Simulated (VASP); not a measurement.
**BaMg2Sb2: relaxation of cell and atoms with LDA**

BaMg2Sb2:

```
Ba Mg Sb
1.0
     4.77000    0.00000    0.00000
    -2.38500    4.13094    0.00000
     0.00000    0.00000    8.10000
Ba Mg Sb
1 2 2
Direct
  0.00000 0.00000 0.00000
  0.33333 0.66667 0.62470
  0.66667 0.33333 0.37530
  0.33333 0.66667 0.26800
  0.66667 0.33333 0.73200
```

| Item | Value |
| --- | --- |
| Program | VASP 6.6.1 |
| Task | relaxation of cell and atoms |
| Functional | LDA |
| Potentials or basis | VASP PAW LDA potentials, release 64 (Ba_sv, Mg, Sb) |
| Cutoff | 600 eV |
| k mesh | 6 × 6 × 2 |
| Occupations | gaussian, width 0.01 eV |
| Spin | no spin polarisation |
| Target pressure | 6 GPa |
| Dipole correction | no |
| Further INCAR settings | ALGO = Normal; EDIFF = 1e-06; IBRION = 2; EDIFFG = -0.05; NSW = 80; ISIF = 3 |

```
Relaxed volume                                         : 27.52 Å³/atom
Relaxed cell                                           : a = 4.556 Å, b = 4.556 Å, c = 7.655 Å, α = 90.00°, β = 90.00°, γ = 120.00°
Space group after relaxing (to 0.05 Å)                 : P-3m1 (No. 164)
Energy change on relaxing (the enthalpy is what falls) : +50.0 meV/atom
Ionic steps                                            : 9
Pressure after relaxing                                : 6.1 GPa
Largest force after relaxing                           : 0.029 eV/Å
Band gap on the k mesh                                 : 0.56 eV, indirect (least direct gap 1.32 eV)
```

Forces in eV/Å, atoms in the order of the input:
```
Ba   0.000  0.000  0.000
Mg   0.000  0.000  0.029
Mg   0.000  0.000 -0.029
Sb   0.000  0.000 -0.014
Sb   0.000  0.000  0.014
```

Stress tensor (GPa, compression positive):
```
6.03 0.00 0.00
0.00 6.03 0.00
0.00 0.00 6.17
```

Step by step:
| step | energy change (eV) | largest force (eV/Å) | pressure (GPa) | volume (Å³) |
| --- | --- | --- | --- | --- |
| 1 | 0.0000 | 0.0232 | -1.46 | 159.61 |
| 2 | 0.8282 | 0.5607 | 12.27 | 127.66 |
| 3 | 0.2396 | 0.3401 | 5.96 | 138.24 |
| 4 | 0.2550 | 0.3478 | 6.16 | 137.84 |
| 5 | 0.2544 | 0.1932 | 6.18 | 137.62 |
| 6 | 0.2596 | 0.0412 | 6.21 | 137.41 |
| 7 | 0.2296 | 0.0082 | 5.82 | 138.14 |
| 8 | 0.2253 | 0.0033 | 5.75 | 138.25 |
| 9 | 0.2499 | 0.0293 | 6.08 | 137.58 |

Final structure:
```cif
data_structure
_symmetry_space_group_name_H-M 'P 1'
_symmetry_Int_Tables_number 1
_cell_length_a 4.5556
_cell_length_b 4.5556
_cell_length_c 7.6549
_cell_angle_alpha 90.000
_cell_angle_beta 90.000
_cell_angle_gamma 120.000
_cell_volume 137.58
loop_
_atom_site_label
_atom_site_type_symbol
_atom_site_fract_x
_atom_site_fract_y
_atom_site_fract_z
_atom_site_occupancy
Ba1 Ba 0.00000 0.00000 0.00000 1
Mg1 Mg 0.33333 0.66667 0.62548 1
Mg2 Mg 0.66667 0.33333 0.37452 1
Sb1 Sb 0.33333 0.66667 0.26239 1
Sb2 Sb 0.66667 0.33333 0.73761 1
```

Levels at points of the mesh, in eV from the valence-band top:
| k point | band 8 | band 9 | band 10 | band 11 | band 12 | band 13 | band 14 | band 15 | band 16 |
| --- | --- | --- | --- | --- | --- | --- | --- | --- | --- |
| (0.00, 0.00, 0.00) | -1.30 | -1.30 | -0.04 | -0.04 | 0.00 | 1.69 | 1.78 | 2.46 | 2.55 |
| (0.50, 0.00, 0.00) | -3.20 | -1.92 | -1.66 | -1.52 | -1.36 | 0.56 | 2.90 | 3.30 | 4.11 |
| (0.00, 0.00, 0.50) | -2.10 | -0.96 | -0.96 | -0.64 | -0.64 | 1.60 | 2.30 | 2.30 | 2.63 |
| (0.50, 0.00, 0.50) | -3.70 | -2.16 | -2.01 | -0.62 | -0.60 | 0.72 | 1.61 | 3.03 | 3.25 |

Run time: 110 s on 1 thread of Intel(R) Xeon(R) 6975P-C (Granite Rapids) (shared host), peak memory 0.31 GiB.

Caveat: the cell is relaxed towards a set pressure, so the enthalpy falls and the energy may rise; spin-orbit coupling is left out, which moves the levels of the heavy elements; the relaxation stopped at a loose force limit of 0.05 eV/Å, so its end isn't a converged minimum. A k mesh can miss the band edges.
